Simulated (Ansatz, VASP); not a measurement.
## Sb: VASP beside Ansatz

The input INCAR:

```
SYSTEM = Sb
ALGO     = Normal         ! electronic algorithm
EDIFF    = 1E-7           ! SCF threshold, eV
ENCUT    = 520            ! plane-wave cutoff, eV
GGA      = PE             ! functional
ISIF     = 2              ! what is computed and relaxed
ISMEAR   = -1             ! smearing method
LASPH    = .True.         ! aspherical terms in the spheres
LCHARG   = .False.        ! write CHGCAR
LREAL    = .False.        ! projectors in reciprocal space
LWAVE    = .False.        ! write WAVECAR
NBANDS   = 8              ! bands
NELM     = 100            ! most SCF steps
PREC     = Accurate       ! precision mode
SIGMA    = 0.1            ! smearing width, eV
```

The input KPOINTS:

```
k-points
0
Gamma
  19 19 19
  0 0 0
```

Contents of POSCAR:

```
Sb
1.0
    0.0000000000      2.2942103790      2.2942103790
    2.2942103790      0.0000000000      2.2942103790
    2.2942103790      2.2942103790      0.0000000000
Sb
1
Direct
    0.0000000000      0.0000000000      0.0000000000
```

Input for Ansatz:

```yaml
crystal:
  lattice:
    - [0.0, 2.294210379, 2.294210379]
    - [2.294210379, 0.0, 2.294210379]
    - [2.294210379, 2.294210379, 0.0]
  atoms:
    - { symbol: Sb, position: [0.0, 0.0, 0.0] }
hamiltonian:
  xc: pbe
  pseudopotentials:
    kind: paw
    azcp:
      Sb: "pseudopotentials/Sb.paw.azcp"
basis:
  ecutwfc: 420
  fft_grid_basis: typed
kpoints:
  mp_grid: { grid: [19, 19, 19], shift: [0, 0, 0] }
magnetization:
  spin_polarized: false
scf:
  occupations: { method: fermi_dirac, width: 0.1 }
output:
  stress: true
```

Alike in both runs: task single point; functional PBE; k mesh 19 × 19 × 19; occupations fermi-dirac, width 0.1 eV; no spin polarisation.

|  | VASP | Ansatz |
| --- | --- | --- |
| version | VASP 6.6.1 | Ansatz 0.2.0 |
| potentials or method | VASP PAW PBE potentials, release 64 (Sb), cutoff 520 eV | plane waves (420 eV) with PAW, scalar-relativistic |
| valence electrons in the cell | 5 | 15 |

Ansatz gave:

- pressure (GPa): 10.2

Task: Estimate VASP's values.

Result: Pressure (GPa): 10.0.

VASP's potentials hold 5 valence electrons a cell and Ansatz's 15, so a difference there can come from the potentials and not from the codes.

Neither program's run includes spin-orbit coupling.
